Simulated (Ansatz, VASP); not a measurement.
# AlGaN2: VASP beside Ansatz

```
Al Ga N
1.0
     3.11521    0.00000    0.00000
     0.00000    3.11521    0.00000
     0.00000    0.00000    4.38394
Al Ga N
1 1 2
Direct
  0.50000 0.50000 0.50000
  0.00000 0.00000 0.00000
  0.50000 0.00000 0.74007
  0.00000 0.50000 0.25993
```

Alike in both runs: task single point; functional LDA; k mesh 8 × 8 × 6; occupations gaussian, width 0.05 eV; no spin polarisation.

```csv
,VASP,Ansatz
version,VASP 6.6.1,Ansatz 0.2.0
potentials or method,"VASP PAW LDA potentials, release 64 (Al, Ga_d, N), cutoff 520 eV","scalar-relativistic, plane waves, PAW"
valence electrons in the cell,26,26
```

Ansatz gave:

| Quantity | Value |
| --- | --- |
| gap on the k mesh at the Fermi level (eV) | 3.06 |
| least direct gap on the mesh (eV) | 3.06 |
| pressure (GPa) | 0.0 |
| rms of the force components (eV/Å) | 0.000 |

Problem. What did VASP give for the same quantities?

Solution. gap on the k mesh at the Fermi level (eV): 3.07; least direct gap on the mesh (eV): 3.07; pressure (GPa): 0.9; rms of the force components (eV/Å): 0.014.

Ansatz warns that its potentials were made for another functional, while VASP's fit it. LDA's correlation is that of Perdew and Zunger in VASP and of Perdew and Wang (1992) in Ansatz. Atom by atom the forces differ by 0.013 eV/Å (rms over components).
